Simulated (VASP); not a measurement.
# NaBe (P-1) in VASP: single point with PBE

Aim: the single point of NaBe with PBE.

Program: VASP 6.6.1. These are calculated values, not measurements. Logs are shortened: lines on timing, memory, paths and dates and some standing lists are left out, and cuts for length are marked.

## (1) The cell of the first run

The typed cell holds 4 atoms: a = 2.463 Å, b = 5.427 Å, c = 5.616 Å, α = 74.74°, β = 78.61°, γ = 89.97°.

## (2) Single point, PBE

Contents of INCAR:

```
PREC = Accurate ; ENCUT = 520
EDIFF = 1E-7 ; ISMEAR = 0
SIGMA = 0.1 ; LREAL = F
LASPH = T ; NELM = 100
ALGO = Fast ; ISIF = 2
LWAVE = F ; LCHARG = F
GGA = PE ; NBANDS = 17
```

Contents of KPOINTS:

```
regular mesh
0
Gamma
  8 4 4
```

Contents of POSCAR:

```
NaBe
1.0
    2.4626486790      0.0000000000      0.0000000000
    0.0032745327      5.4274272640      0.0000000000
    1.1089758705      1.4775199332      5.3032626754
Na Be
2 2
Direct
    0.9083382165      0.6850340898      0.1860795126
    0.0916617835      0.3149659102      0.8139204874
    0.3122000578      0.1285146526      0.3632112682
    0.6877999422      0.8714853474      0.6367887318
```

Potentials or basis: VASP PAW PBE potentials, release 64 (Na_pv, Be).

On the command line:

```sh
$ cat potpaw_PBE.64/Na_pv/POTCAR potpaw_PBE.64/Be/POTCAR > POTCAR
$ mpirun -np 1 vasp_std > vasp.out
```

OUTCAR:

```text
PREC = Accurate
   ENCUT = 520
   EDIFF = 1E-7
   ISMEAR = 0
   LREAL = F
   LASPH = T
   NELM = 100
   ISIF = 2
   GGA = PE

 ion  position               nearest neighbor table
   1  0.908  0.685  0.186-
   2  0.092  0.315  0.814-
   3  0.312  0.129  0.363-   4 2.14   4 2.15
   4  0.688  0.871  0.637-   3 2.14   3 2.15

  LATTYP: Found a triclinic cell.
 ALAT       =     5.6158247514
 B/A-ratio  =     0.9664525679
 C/A-ratio  =     0.4385195030
 COS(alpha) =     0.0006033304
 COS(beta)  =     0.1974733756
 COS(gamma) =     0.2632184601

  Lattice vectors:

 A1 = (  -1.1089758705,  -1.4775199332,  -5.3032626754)
 A2 = (  -0.0032745327,  -5.4274272640,   0.0000000000)
 A3 = (  -2.4626486790,   0.0000000000,   0.0000000000)

Analysis of symmetry for initial positions (statically):
=====================================================================
 Subroutine PRICEL returns:
 Original cell was already a primitive cell.

 Routine SETGRP: Setting up the symmetry group for a
 triclinic supercell.

 Subroutine GETGRP returns: Found  2 space group operations
 (whereof  2 operations were pure point group operations)
 out of a pool of  2 trial point group operations.

The static configuration has the point symmetry S_2 .

Analysis of symmetry for dynamics (positions and initial velocities):
=====================================================================
 Subroutine PRICEL returns:
 Original cell was already a primitive cell.

 Routine SETGRP: Setting up the symmetry group for a
 triclinic supercell.

 Subroutine GETGRP returns: Found  2 space group operations
 (whereof  2 operations were pure point group operations)
 out of a pool of  2 trial point group operations.

The dynamic configuration has the point symmetry S_2 .

 Subroutine INISYM returns: Found  2 space group operations
 (whereof  2 operations are pure point group operations),
 and found     1 'primitive' translations

----------------------------------------------------------------------------------------

                                     Primitive cell

  volume of cell :      70.8826

  direct lattice vectors                    reciprocal lattice vectors
     2.462648679  0.000000000  0.000000000     0.406066853 -0.000244993 -0.084845196
     0.003274533  5.427427264  0.000000000     0.000000000  0.184249360 -0.051332947
     1.108975870  1.477519933  5.303262675     0.000000000  0.000000000  0.188563166

  length of vectors
     2.462648679  5.427428252  5.615824751     0.414836181  0.191266563  0.188563166

  position of ions in fractional coordinates (direct lattice)
     0.908338216  0.685034090  0.186079513
     0.091661784  0.314965910  0.813920487
     0.312200058  0.128514653  0.363211268
     0.687799942  0.871485347  0.636788732

  ion indices of the primitive-cell ions
   primitive index   ion index
                 1           1
                 2           2
                 3           3
                 4           4

----------------------------------------------------------------------------------------

 KPOINTS: regular mesh

Automatic generation of k-mesh.
 Grid dimensions read from file:
 generate k-points for:    8    4    4

 Generating k-lattice:

  Cartesian coordinates                     Fractional coordinates (reciprocal lattice)
     0.050758357 -0.000030624 -0.010605649     0.125000000 -0.000000000 -0.000000000
     0.000000000  0.046062340 -0.012833237     0.000000000  0.250000000  0.000000000
     0.000000000  0.000000000  0.047140791     0.000000000  0.000000000  0.250000000

  Length of vectors
     0.051854523  0.047816641  0.047140791

  Shift w.r.t. Gamma in fractional coordinates (k-lattice)
     0.000000000  0.000000000  0.000000000

 Subroutine IBZKPT returns following result:
 ===========================================

 Found     68 irreducible k-points:

 Following reciprocal coordinates:
            Coordinates               Weight
  0.000000  0.000000  0.000000      1.000000
  0.125000 -0.000000 -0.000000      2.000000
  0.250000 -0.000000 -0.000000      2.000000
  0.375000 -0.000000 -0.000000      2.000000
  0.500000 -0.000000 -0.000000      1.000000
  0.000000  0.250000  0.000000      2.000000
[... 16 lines left out ...]
  0.500000 -0.000000  0.250000      2.000000
 -0.375000  0.000000  0.250000      2.000000
 [... further k-points ...]
   k-points           NKPTS =     68   k-points in BZ     NKDIM =     68   number of bands    NBANDS=     17
   number of dos      NEDOS =    301   number of ions     NIONS =      4
   total plane-waves  NPLWV =  30240
   dimension x,y,z NGX =    18 NGY =   40 NGZ =   42
   dimension x,y,z NGXF=    36 NGYF=   80 NGZF=   84
   ions per type =               2   2
   NGX,Y,Z   is equivalent  to a cutoff of  12.15, 12.25, 12.43 a.u.
   NGXF,Y,Z  is equivalent  to a cutoff of  24.30, 24.50, 24.87 a.u.
 SYSTEM =  unknown system
   PREC   = accura    normal or accurate (medium, high low for compatibility)
   ISTART =      0    job   : 0-new  1-cont  2-samecut
   ICHARG =      2    charge: 1-file 2-atom 10-const
   ISPIN  =      1    spin polarized calculation?
   LNONCOLLINEAR =      F non collinear calculations
   LSORBIT =      F    spin-orbit coupling
   LASPH  =      T    aspherical Exc in radial PAW
   ENCUT  =  520.0 eV  38.22 Ry    6.18 a.u.   4.58 10.09 10.44*2*pi/ulx,y,z
   NELM   =    100;   NELMIN=  2; NELMDL= -5     # of ELM steps
   EDIFF  = 0.1E-06   stopping-criterion for ELM
   LREAL  =      F    real-space projection
   EDIFFG = 0.1E-05   stopping-criterion for IOM
   NSW    =      0    number of steps for IOM
   IBRION =     -1    ionic relax: 0-MD 1-quasi-New 2-CG
   NFREE  =      0    steps in history (QN), initial steepest desc. (CG)
   ISIF   =      2    stress and relaxation
   ISYM   =      2    0-nonsym 1-usesym 2-fastsym
   POTIM  = 0.5000    time-step for ionic-motion
   TEBEG  =    0.0;   TEEND  =   0.0 temperature during run
   PSTRESS=    0.0 pullay stress
   NELECT =      18.0000    total number of electrons
   NUPDOWN=      -1.0000    fix difference up-down
   EMIN   =  10.00;   EMAX   =-10.00  energy-range for DOS
   EFERMI =   0.00;   METHOD = LEGACY
   ISMEAR =     0;   SIGMA  =   0.10  broadening in eV -4-tet -1-fermi 0-gaus
   EFERMI_NEDOS =   21; number of points for ismear=-14 and -15
   IALGO  =     68    algorithm
   IMIX   =      4    mixing-type and parameters
     AMIX     =   0.40;   BMIX     =  1.00
     AMIX_MAG =   1.60;   BMIX_MAG =  1.00
  volume/ion in A,a.u.               =      17.72       119.58
  Fermi-wavevector in a.u.,A,eV,Ry     =   1.036698  1.959076 14.622776  1.074744
  Thomas-Fermi vector in A             =   2.171101
   LORBIT       =      0    0 simple, 1 ext, 2 COOP (PROOUT), +10 PAW based schemes
   GGA     = PE    functional components
   LHFCALC =     F    Hartree Fock is set to
   AEXX    =    0.0000 exact exchange contribution
   IVDW    =     0    specifies the selected vdW correction
   LEPSILON=     F    determine dielectric tensor
   LRPA    =     F    only Hartree local field effects (RPA)
 non-spin polarized calculation
 RMM-DIIS sequential band-by-band and
 Gauss-broadening in eV      SIGMA  =   0.10
  energy-cutoff  :      520.00
  volume of cell :       70.88
 maximum number of plane-waves:      1934
   NGX =  9   NGY = 21   NGZ = 21

 number of electron      18.0000012 magnetization

 Free energy of the ion-electron system (eV)
  ---------------------------------------------------
  ext. energy  EPLUGINS =         0.00000000
  ---------------------------------------------------
  free energy    TOTEN  =        -7.90318027 eV

  energy without entropy =       -7.89978486  energy(sigma->0) =       -7.90148257

 E-fermi :   2.2115     XC(G=0):  -8.3338

 val. band max:        2.1638827637   @ k =   0.1250  -0.0000   0.5000
 cond. band min:       2.2230970702   @ k =   0.0000  -0.2500   0.2500
 fundamental gap:      0.0592143065
 Fermi energy:         2.2114782029

 k-point     1 :       0.0000    0.0000    0.0000
  band No.  band energies     occupation
      1     -22.6536      2.00000
      2     -22.6465      2.00000
      3     -22.6217      2.00000
      4     -22.6031      2.00000
      5     -22.4595      2.00000
      6     -22.4576      2.00000
[... 9 lines left out ...]
     16      12.5476      0.00000
     17      13.1404      0.00000

 k-point     2 :       0.1250   -0.0000   -0.0000
  band No.  band energies     occupation
      1     -22.6380      2.00000
      2     -22.6315      2.00000
      3     -22.6086      2.00000
      4     -22.5894      2.00000
      5     -22.5628      2.00000
      6     -22.5592      2.00000
[... 9 lines left out ...]
     16      11.4690      0.00000
     17      12.6314      0.00000

 k-point     3 :       0.2500   -0.0000   -0.0000
  band No.  band energies     occupation
      1     -22.8073      2.00000
      2     -22.8003      2.00000
      3     -22.6001      2.00000
      4     -22.5950      2.00000
      5     -22.5770      2.00000
      6     -22.5560      2.00000
[... 9 lines left out ...]
     16      11.1737      0.00000
     17      12.3115      0.00000

 k-point     4 :       0.3750   -0.0000   -0.0000
  band No.  band energies     occupation
      1     -23.0452      2.00000
      2     -23.0353      2.00000
      3     -22.5615      2.00000
      4     -22.5584      2.00000
      5     -22.5460      2.00000
      6     -22.5225      2.00000
[... 9 lines left out ...]
     16       9.8220      0.00000
     17      10.2548      0.00000
[... 343 lines left out ...]
      1     -23.0451      2.00000
      2     -23.0355      2.00000
      3     -22.5620      2.00000
      4     -22.5583      2.00000
      5     -22.5455      2.00000
      6     -22.5225      2.00000
[... 9 lines left out ...]
     16       9.8061      0.00000
     17      10.6991      0.00000

 k-point    23 :       0.5000   -0.0000    0.2500
  band No.  band energies     occupation
      1     -23.1418      2.00000
      2     -23.1312      2.00000
      3     -22.5442      2.00000
      4     -22.5433      2.00000
      5     -22.5343      2.00000
      6     -22.5085      2.00000
[... 9 lines left out ...]
     16       8.6621      0.00000
     17       9.7127      0.00000

 k-point    24 :      -0.3750    0.0000    0.2500
  band No.  band energies     occupation
      1     -23.0451      2.00000
      2     -23.0355      2.00000
      3     -22.5590      2.00000
      4     -22.5567      2.00000
      5     -22.5507      2.00000
      6     -22.5220      2.00000
[... 9 lines left out ...]
     16       9.6289      0.00000
     17      10.8257      0.00000

 [... further k-points ...]
[... 5 lines left out ...]
  --------------------------------------------------------------------------------------
  -------------------------------------------------------------------------------------
  Total        0.0530510      0.0720238     -0.0514344     -0.0036849      0.0058640      0.0069135
  in kB        1.1991242      1.6279718     -1.1625855     -0.0832913      0.1325448      0.1562671
  external PRESSURE =       0.5548368 kB  Pullay stress =       0.0000000 kB

 VOLUME and BASIS-vectors are now :
 -----------------------------------------------------------------------------
  energy-cutoff  :      520.00
  volume of cell :       70.88
      direct lattice vectors                 reciprocal lattice vectors
     2.462648679  0.000000000  0.000000000     0.406066853 -0.000244993 -0.084845196
     0.003274533  5.427427264  0.000000000     0.000000000  0.184249360 -0.051332947
     1.108975870  1.477519933  5.303262675     0.000000000  0.000000000  0.188563166

 POSITION                                       TOTAL-FORCE (eV/Angst)
 -----------------------------------------------------------------------------------
      2.44552      3.99291      0.98683        -0.000108      0.006961      0.014221
      1.12938      2.91204      4.31643         0.000108     -0.006961     -0.014221
      1.17205      1.23416      1.92620         0.001431      0.003363      0.011424
      2.40285      5.67079      3.37706        -0.001431     -0.003363     -0.011424
 -----------------------------------------------------------------------------------
    total drift:                               -0.000000      0.000000     -0.000000

  FREE ENERGIE OF THE ION-ELECTRON SYSTEM (eV)
  ---------------------------------------------------
  free  energy   TOTEN  =        -7.9031802728 eV

  energy  without entropy=       -7.8997848588  energy(sigma->0) =       -7.90148257
```

Wall time 3.3 min (1 thread of Intel Xeon 8259CL, shared host); peak memory 0.21 GiB.

Results:

```yaml
Free_energy: -7.9032 eV
Pressure: 0.1 GPa
Largest_force: 0.016 eV/Å
Band_gap_on_the_k_mesh: zero (bands 9 and 10 overlap by 3.81 eV)
```

Forces in eV/Å, atoms in the order of the input:
```
Na   0.000  0.007  0.014
Na   0.000 -0.007 -0.014
Be   0.001  0.003  0.011
Be  -0.001 -0.003 -0.011
```

Stress tensor (GPa, compression positive):
```
 0.12 -0.01  0.02
-0.01  0.16  0.01
 0.02  0.01 -0.12
```

Levels at points of the mesh, in eV from the Fermi level:
```csv
k point,band 6,band 7,band 8,band 9,band 10,band 11,band 12,band 13
"(0.00, 0.00, 0.00)",-24.67,-6.44,-2.09,-1.94,-1.06,-0.08,2.77,3.44
"(0.50, 0.00, 0.00)",-24.72,-1.71,-1.58,1.40,3.05,3.53,4.02,5.12
"(0.00, 0.50, 0.00)",-24.67,-5.96,-3.97,-1.65,-0.63,0.64,2.79,5.39
"(0.50, 0.50, 0.00)",-24.72,-1.51,-1.49,1.71,2.16,2.66,3.47,5.28
"(0.00, 0.00, 0.50)",-24.67,-5.97,-4.05,-1.58,-0.38,0.63,2.87,4.83
"(0.50, 0.00, 0.50)",-24.72,-1.68,-1.55,1.32,2.91,3.47,3.95,5.29
"(0.00, 0.50, 0.50)",-24.67,-5.74,-3.29,-2.95,-2.03,3.17,4.58,4.59
"(0.50, 0.50, 0.50)",-24.72,-1.50,-1.48,1.79,2.14,2.61,3.36,5.07
```

The gap in the log of VASP goes by the Fermi energy; the results here count the filled bands.